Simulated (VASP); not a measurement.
Wanted: the native input for a VASP 6.6.1 run.

```yaml
Task: single point
Functional: PBEsol
Potentials_or_basis: VASP PAW PBE potentials, release 64 (Pd)
Cutoff: 520 eV
k_mesh: 20 × 20 × 20
Occupations: gaussian, width 0.15 eV
Spin: no spin polarisation
Dipole_correction: no
Further_INCAR_settings: ALGO = Normal; EDIFF = 1e-07; NBANDS = 11
```

The structure of Pd lies in POSCAR:

```
Pd
1.0
    0.0000000000      1.8671040000      2.1004920000
    1.8671040000      0.0000000000      2.1004920000
    1.8671040000      1.8671040000      0.0000000000
Pd
1
Direct
    0.0000000000      0.0000000000      0.0000000000
```

This cell differs from its parent crystal: strain -0.040 along x and y, +0.080 along z.

One way to write it, as run:

INCAR

```
SYSTEM = Pd
PREC = Accurate
ENCUT = 520
EDIFF = 1E-7
ISMEAR = 0
SIGMA = 0.15
LREAL = .False.
LASPH = .True.
NELM = 60
ALGO = Normal
ISIF = 2
LWAVE = .False.
LCHARG = .False.
GGA = PS
NBANDS = 11
```

KPOINTS

```
regular mesh
0
Gamma
  20 20 20
  0 0 0
```

Potentials or basis: VASP PAW PBE potentials, release 64 (Pd).

Launch:

```sh
$ cat potpaw_PBE.64/Pd/POTCAR > POTCAR
$ mpirun -np 1 vasp_std > vasp.out
```

It gave:

```yaml
Pressure: -0.4 GPa
Band_gap_on_the_k_mesh: zero (bands 5 and 6 overlap by 1.99 eV)
```

Caveat: the cell differs from its parent crystal (strain -0.040 along x and y, +0.080 along z); the stress differs along the axes, from -7 to 3 GPa; the PAW data sets were made with another functional, which shifts forces and pressure a little.

It took 2.7 min on 1 thread of AMD EPYC 7R13, on a shared host, peak memory 0.19 GiB.
